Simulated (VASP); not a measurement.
Write the native input for VASP 6.6.1 that does the following.

- Task: single point
- Functional: PBE
- Potentials or basis: VASP PAW PBE potentials, release 64 (Nd_3, Mo_sv), 4f in core
- Cutoff: 500 eV
- k mesh: 6 × 6 × 6
- Occupations: gaussian, width 0.1 eV
- Spin: collinear spin
- Starting moments: [0.0, 0.0, 1.0, 1.0] μB
- Dipole correction: no
- Mended: yes
- Further INCAR settings: ALGO = Normal; EDIFF = 1e-06; NBANDS = 37

The structure of NdMo lies in POSCAR:

```
NdMo
1.0
    2.1554609029      1.2444559325      6.6025127397
   -2.1554609029      1.2444559325      6.6025127397
    0.0000000000     -2.4889118650      6.6025127397
Nd Mo
2 2
Direct
    0.0997551376      0.0997551376      0.0997551376
    0.9002448624      0.9002448624      0.9002448624
    0.6801619755      0.6801619755      0.6801619755
    0.3198380245      0.3198380245      0.3198380245
```

The cell was built from a structure type or drawn by symmetry, and may not be a known phase.

These files were run (other wordings do the same):

INCAR

```
PREC = Accurate
ENCUT = 500
EDIFF = 1E-6
ISMEAR = 0
SIGMA = 0.1
LREAL = F
LASPH = T
NELM = 200
ALGO = Normal
ISIF = 2
LWAVE = F
LCHARG = T
ISPIN = 2
MAGMOM = 0 0 1 1
LORBIT = 11
LMAXMIX = 6
GGA = PE
LELF = T
LVHAR = T
NBANDS = 37
GGA_COMPAT = F
```

KPOINTS

```
Automatic mesh
0
Gamma
  6 6 6
```

Potentials or basis: VASP PAW PBE potentials, release 64 (Nd_3, Mo_sv), 4f in core.

Run with:

```bash
$ cat potpaw_PBE.64/Nd_3/POTCAR potpaw_PBE.64/Mo_sv/POTCAR > POTCAR
$ mpirun -np 1 vasp_std > vasp.out
```

Results of the run:

```
Pressure                                              : 0.5 GPa
Largest force                                         : 0.127 eV/Å
Band gap on the k mesh                                : zero (filled and empty bands overlap)
Net moment                                            : 0.00 μB per cell
Valence electrons inside the program's atomic spheres : Nd 8.93; Mo 12.64
```

Caveat: the magnetic or orbital state may not be the lowest; spin-orbit coupling is left out, which moves the levels of the heavy elements; the 4f electrons are frozen in the core, so they carry no moment and show no levels.

Wall time 9.4 min on 1 thread of AMD EPYC 9R45 96-Core Processor (Zen 5), on a shared host, peak memory 0.56 GiB.
